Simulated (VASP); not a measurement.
# Sb (Pm-3m) in VASP: notebook

Sb is run at these levels: PBE0, r2SCAN0; tasks: single point.

Everything below comes from runs of VASP 6.6.1. Logs are shortened: lines on timing, memory, paths and dates and some standing lists are left out, and cuts for length are marked.

### 1 The cell of the first run

It takes space group Pm-3m (No. 221, cubic). The conventional cell has a = 3.222 Å, b = 3.222 Å, c = 3.222 Å, α = 90.00°, β = 90.00°, γ = 90.00°. Sb (site symmetry m-3m) has 6 Sb at 3.22 Å within 4.2 Å.

This isn't the form of Sb at room conditions, which is rhombohedral.

### 2 Single point, PBE0

File POSCAR:

```
Sb
1.0
    3.2219765189      0.0000000000      0.0000000000
    0.0000000000      3.2219765189      0.0000000000
    0.0000000000      0.0000000000      3.2219765189
Sb
1
Direct
    0.0000000000      0.0000000000      0.0000000000
```

File INCAR.step1:

```
SYSTEM = Sb
  ALGO = Normal
  EDIFF = 1E-5
  ENCUT = 400
  GGA = PE
  GGA_COMPAT = .FALSE.
  ISIF = 2
  ISMEAR = -1
  LASPH = .TRUE.
  LCHARG = .FALSE.
  LREAL = .FALSE.
  LWAVE = .TRUE.
  NBANDS = 14
  NELM = 120
  PREC = Accurate
  SIGMA = 0.05
```

File INCAR.step2:

```
SYSTEM = Sb
  AEXX = 0.25
  ALGO = Normal
  EDIFF = 1E-6
  ENCUT = 400
  GGA = PE
  GGA_COMPAT = .FALSE.
  ISIF = 2
  ISMEAR = -1
  ISTART = 1
  LASPH = .TRUE.
  LCHARG = .FALSE.
  LHFCALC = .TRUE.
  LREAL = .FALSE.
  LWAVE = .FALSE.
  NBANDS = 14
  NELM = 120
  PREC = Accurate
  PRECFOCK = Normal
  SIGMA = 0.05
```

File KPOINTS:

```
k-points
0
G
  4 4 4
  0 0 0
```

Potentials or basis: VASP PAW PBE potentials, release 64 (Sb_d_GW).

The run is started by

```
cat potpaw_PBE.64/Sb_d_GW/POTCAR > POTCAR
cp INCAR.step1 INCAR
mpirun -np 1 vasp_std > vasp.out
cp INCAR.step2 INCAR
mpirun -np 1 vasp_std > vasp.out
```

OUTCAR:

```text
SYSTEM = Sb
   AEXX = 0.25
   EDIFF = 1E-6
   ENCUT = 400
   GGA = PE
   ISIF = 2
   ISMEAR = -1
   ISTART = 1
   LASPH = .TRUE.
   LHFCALC = .TRUE.
   LREAL = .FALSE.
   NELM = 120
   PREC = Accurate
   PRECFOCK = Normal

 ion  position               nearest neighbor table
   1  0.000  0.000  0.000-

  LATTYP: Found a simple cubic cell.
 ALAT       =     3.2219765189

  Lattice vectors:

 A1 = (   3.2219765189,   0.0000000000,   0.0000000000)
 A2 = (   0.0000000000,   3.2219765189,   0.0000000000)
 A3 = (   0.0000000000,   0.0000000000,   3.2219765189)

Analysis of symmetry for initial positions (statically):
=====================================================================
 Subroutine PRICEL returns:
 Original cell was already a primitive cell.

 Routine SETGRP: Setting up the symmetry group for a
 simple cubic supercell.

 Subroutine GETGRP returns: Found 48 space group operations
 (whereof 48 operations were pure point group operations)
 out of a pool of 48 trial point group operations.

The static configuration has the point symmetry O_h .

Analysis of symmetry for dynamics (positions and initial velocities):
=====================================================================
 Subroutine PRICEL returns:
 Original cell was already a primitive cell.

 Routine SETGRP: Setting up the symmetry group for a
 simple cubic supercell.

 Subroutine GETGRP returns: Found 48 space group operations
 (whereof 48 operations were pure point group operations)
 out of a pool of 48 trial point group operations.

The dynamic configuration has the point symmetry O_h .

 Subroutine INISYM returns: Found 48 space group operations
 (whereof 48 operations are pure point group operations),
 and found     1 'primitive' translations

----------------------------------------------------------------------------------------

                                     Primitive cell

  volume of cell :      33.4478

  direct lattice vectors                    reciprocal lattice vectors
     3.221976519  0.000000000  0.000000000     0.310368494  0.000000000  0.000000000
     0.000000000  3.221976519  0.000000000     0.000000000  0.310368494  0.000000000
     0.000000000  0.000000000  3.221976519     0.000000000  0.000000000  0.310368494

  length of vectors
     3.221976519  3.221976519  3.221976519     0.310368494  0.310368494  0.310368494

  position of ions in fractional coordinates (direct lattice)
     0.000000000  0.000000000  0.000000000

  ion indices of the primitive-cell ions
   primitive index   ion index
                 1           1

----------------------------------------------------------------------------------------

 KPOINTS: k-points

Automatic generation of k-mesh.
 Grid dimensions read from file:
 generate k-points for:    4    4    4

 Generating k-lattice:

  Cartesian coordinates                     Fractional coordinates (reciprocal lattice)
     0.077592124  0.000000000  0.000000000     0.250000000  0.000000000  0.000000000
     0.000000000  0.077592124  0.000000000     0.000000000  0.250000000  0.000000000
     0.000000000  0.000000000  0.077592124     0.000000000  0.000000000  0.250000000

  Length of vectors
     0.077592124  0.077592124  0.077592124

  Shift w.r.t. Gamma in fractional coordinates (k-lattice)
     0.000000000  0.000000000  0.000000000

 Subroutine IBZKPT returns following result:
 ===========================================

 Found     10 irreducible k-points:

 Following reciprocal coordinates:
            Coordinates               Weight
  0.000000  0.000000  0.000000      1.000000
  0.250000  0.000000  0.000000      6.000000
  0.500000  0.000000  0.000000      3.000000
  0.250000  0.250000  0.000000     12.000000
  0.500000  0.250000  0.000000     12.000000
  0.500000  0.500000  0.000000      3.000000
  0.250000  0.250000  0.250000      8.000000
  0.500000  0.250000  0.250000     12.000000
  0.500000  0.500000  0.250000      6.000000
  0.500000  0.500000  0.500000      1.000000
   k-points           NKPTS =     10   k-points in BZ     NKDIM =     64   number of bands    NBANDS=     14
   number of dos      NEDOS =    301   number of ions     NIONS =      1
   total plane-waves  NPLWV =  13824
   dimension x,y,z NGX =    24 NGY =   24 NGZ =   24
   dimension x,y,z NGXF=    48 NGYF=   48 NGZF=   48
   ions per type =               1
   NGX,Y,Z   is equivalent  to a cutoff of  12.38, 12.38, 12.38 a.u.
   NGXF,Y,Z  is equivalent  to a cutoff of  24.77, 24.77, 24.77 a.u.
 SYSTEM =  Sb
   PREC   = accura    normal or accurate (medium, high low for compatibility)
   ISTART =      1    job   : 0-new  1-cont  2-samecut
   ICHARG =      0    charge: 1-file 2-atom 10-const
   ISPIN  =      1    spin polarized calculation?
   LNONCOLLINEAR =      F non collinear calculations
   LSORBIT =      F    spin-orbit coupling
   LASPH  =      T    aspherical Exc in radial PAW
   ENCUT  =  400.0 eV  29.40 Ry    5.42 a.u.   5.25  5.25  5.25*2*pi/ulx,y,z
   NELM   =    120;   NELMIN=  2; NELMDL=  0     # of ELM steps
   EDIFF  = 0.1E-05   stopping-criterion for ELM
   LREAL  =      F    real-space projection
   EDIFFG = 0.1E-04   stopping-criterion for IOM
   NSW    =      0    number of steps for IOM
   IBRION =     -1    ionic relax: 0-MD 1-quasi-New 2-CG
   NFREE  =      0    steps in history (QN), initial steepest desc. (CG)
   ISIF   =      2    stress and relaxation
   ISYM   =      3    0-nonsym 1-usesym 2-fastsym
   POTIM  = 0.5000    time-step for ionic-motion
   TEBEG  =    0.0;   TEEND  =   0.0 temperature during run
   PSTRESS=    0.0 pullay stress
   NELECT =      15.0000    total number of electrons
   NUPDOWN=      -1.0000    fix difference up-down
   EMIN   =  10.00;   EMAX   =-10.00  energy-range for DOS
   EFERMI =   0.00;   METHOD = LEGACY
   ISMEAR =    -1;   SIGMA  =   0.05  broadening in eV -4-tet -1-fermi 0-gaus
   EFERMI_NEDOS =   21; number of points for ismear=-14 and -15
   IALGO  =     38    algorithm
   IMIX   =      1    mixing-type and parameters
     AMIX     =   0.40;   BMIX     =  1.00
     AMIX_MAG =   1.60;   BMIX_MAG =  1.00
  volume/ion in A,a.u.               =      33.45       225.72
  Fermi-wavevector in a.u.,A,eV,Ry     =   1.253092  2.368000 21.364399  1.570239
  Thomas-Fermi vector in A             =   2.386961
   LORBIT       =      0    0 simple, 1 ext, 2 COOP (PROOUT), +10 PAW based schemes
   GGA     = PE    functional components
   LHFCALC =     T    Hartree Fock is set to
   PRECFOCK=normal    Normal, Fast or Accurate (Low or Medium for compatibility)
   ENCUT4O =  -1.0   cutoff for four orbital integrals eV
   NKREDX  =     1    reduce k-point grid by
   NKREDY  =     1    reduce k-point grid by
   NKREDZ  =     1    reduce k-point grid by
   AEXX    =    0.2500 exact exchange contribution
   HFSCREEN=    0.0000 screening length (either q_TF or 0.3 A-1)
   HFSCREENC=   0.0000 screening length for correlation (either q_TF or 0.3 A-1)
   ENCUTFOCK=  -1.0 apply spherical cutoff to Coloumb kernel
   IVDW    =     0    specifies the selected vdW correction
   LEPSILON=     F    determine dielectric tensor
   LRPA    =     F    only Hartree local field effects (RPA)
 non-spin polarized calculation
  energy-cutoff  :      400.00
  volume of cell :       33.45
 maximum number of plane-waves:       627
 NGX is ok and might be reduce to    24
  NGX = 16; NGY = 16; NGZ = 16

 number of electron      15.0000010 magnetization

 Free energy of the ion-electron system (eV)
  ---------------------------------------------------
  ext. energy  EPLUGINS =         0.00000000
  ---------------------------------------------------
  free energy    TOTEN  =        -4.89524611 eV

  energy without entropy =       -4.88674051  energy(sigma->0) =       -4.89099331

 E-fermi :   4.2579     XC(G=0):  -7.5388

 val. band max:        3.0495176653   @ k =   0.2500   0.2500   0.2500
 cond. band min:       4.3219480832   @ k =   0.2500   0.2500   0.2500
 fundamental gap:      1.2724304179
 Fermi energy:         4.2579323088

 k-point     1 :       0.0000    0.0000    0.0000
  band No.  band energies     occupation
      1     -28.2179      2.00000
      2     -28.2179      2.00000
      3     -28.0850      2.00000
      4     -28.0850      2.00000
      5     -28.0850      2.00000
      6      -9.5007      2.00000
      7       7.6152      0.00000
      8       7.6152      0.00000
      9       7.6152      0.00000
     10      11.7071      0.00000
     11      11.7071      0.00000
     12      12.3778      0.00000
     13      23.6057      0.00000
     14      23.6057      0.00000

 k-point     2 :       0.2500    0.0000    0.0000
  band No.  band energies     occupation
      1     -28.2153      2.00000
      2     -28.1608      2.00000
      3     -28.1020      2.00000
      4     -28.1020      2.00000
      5     -28.0834      2.00000
      6      -8.6352      2.00000
      7       1.5135      2.00000
      8       8.4159      0.00000
      9       8.4159      0.00000
     10      12.4812      0.00000
     11      12.9772      0.00000
     12      18.2366      0.00000
     13      19.3566      0.00000
     14      19.3570      0.00000

 k-point     3 :       0.5000    0.0000    0.0000
  band No.  band energies     occupation
      1     -28.2121      2.00000
      2     -28.1185      2.00000
      3     -28.1185      2.00000
      4     -28.1036      2.00000
      5     -28.0819      2.00000
      6      -7.1876      2.00000
      7      -2.1007      2.00000
      8       9.5537      0.00000
      9       9.5537      0.00000
     10      14.0323      0.00000
     11      15.1920      0.00000
     12      15.8327      0.00000
     13      16.4209      0.00000
     14      16.6578      0.00000
[... 86 lines left out ...]
 k-point     9 :       0.5000    0.5000    0.2500
  band No.  band energies     occupation
      1     -28.1560      2.00000
      2     -28.1341      2.00000
      3     -28.1341      2.00000
      4     -28.0969      2.00000
      5     -28.0380      2.00000
      6      -3.7308      2.00000
      7       0.8134      2.00000
      8       0.8134      2.00000
      9       6.5818      0.00000
     10       7.9651      0.00000
     11      12.5637      0.00000
     12      12.5637      0.00000
     13      15.4459      0.00000
     14      23.8645      0.00000

 k-point    10 :       0.5000    0.5000    0.5000
  band No.  band energies     occupation
      1     -28.1536      2.00000
      2     -28.1536      2.00000
      3     -28.1536      2.00000
      4     -28.0364      2.00000
      5     -28.0364      2.00000
      6      -1.9211      2.00000
      7       1.9163      2.00000
      8       1.9163      2.00000
      9       1.9163      2.00000
     10       9.7434      0.00000
     11       9.7434      0.00000
     12       9.7434      0.00000
     13      11.9496      0.00000
     14      28.9795      0.00000

------------------------ aborting loop because EDIFF is reached ----------------------------------------

  FORCE on cell =-STRESS in cart. coord.  units (eV):
  Direction    XX          YY          ZZ          XY          YZ          ZX
  --------------------------------------------------------------------------------------
  -------------------------------------------------------------------------------------
  Total       -1.6159391     -1.6159391     -1.6159391      0.0000000      0.0000000      0.0000000
  in kB      -77.4049008    -77.4049008    -77.4049008      0.0000000      0.0000000      0.0000000
  external PRESSURE =     -77.4049008 kB  Pullay stress =       0.0000000 kB

 VOLUME and BASIS-vectors are now :
 -----------------------------------------------------------------------------
  energy-cutoff  :      400.00
  volume of cell :       33.45
      direct lattice vectors                 reciprocal lattice vectors
     3.221976519  0.000000000  0.000000000     0.310368494  0.000000000  0.000000000
     0.000000000  3.221976519  0.000000000     0.000000000  0.310368494  0.000000000
     0.000000000  0.000000000  3.221976519     0.000000000  0.000000000  0.310368494

 POSITION                                       TOTAL-FORCE (eV/Angst)
 -----------------------------------------------------------------------------------
      0.00000      0.00000      0.00000         0.000000      0.000000      0.000000
 -----------------------------------------------------------------------------------
    total drift:                               -0.000001     -0.000000      0.000000

  FREE ENERGIE OF THE ION-ELECTRON SYSTEM (eV)
  ---------------------------------------------------
  free  energy   TOTEN  =        -4.8952461075 eV

  energy  without entropy=       -4.8867405072  energy(sigma->0) =       -4.89099331
```

Wall time 3.4 min (1 thread of Intel Xeon Platinum 8259CL at 2.50GHz (Skylake/Cascade Lake), shared host); peak memory 0.14 GiB.

Results:

* Free energy: -4.8952 eV
* Pressure: -7.7 GPa
* Band gap on the k mesh: zero (an odd number of electrons rules out a gap without spin polarisation)

Levels at points of the mesh, in eV from the Fermi level:
```tsv
k point	band 5	band 6	band 7	band 8	band 9	band 10
(0.00, 0.00, 0.00)	-32.34	-13.76	3.36	3.36	3.36	7.45
(0.50, 0.00, 0.00)	-32.34	-11.45	-6.36	5.30	5.30	9.77
(0.50, 0.50, 0.00)	-32.30	-8.92	-4.23	-4.23	2.85	7.12
(0.50, 0.50, 0.50)	-32.29	-6.18	-2.34	-2.34	-2.34	5.49
```

Caveat: the k points lie up to 0.49 Å⁻¹ apart, too coarse for converged energies and pressures of a metal; the PAW data sets were made with another functional, which shifts forces and pressure a little; spin-orbit coupling is left out, which moves the levels of the heavy elements.

[end of part 1 of 2]

The gap in the log of VASP goes by the Fermi energy; the results here count the filled bands.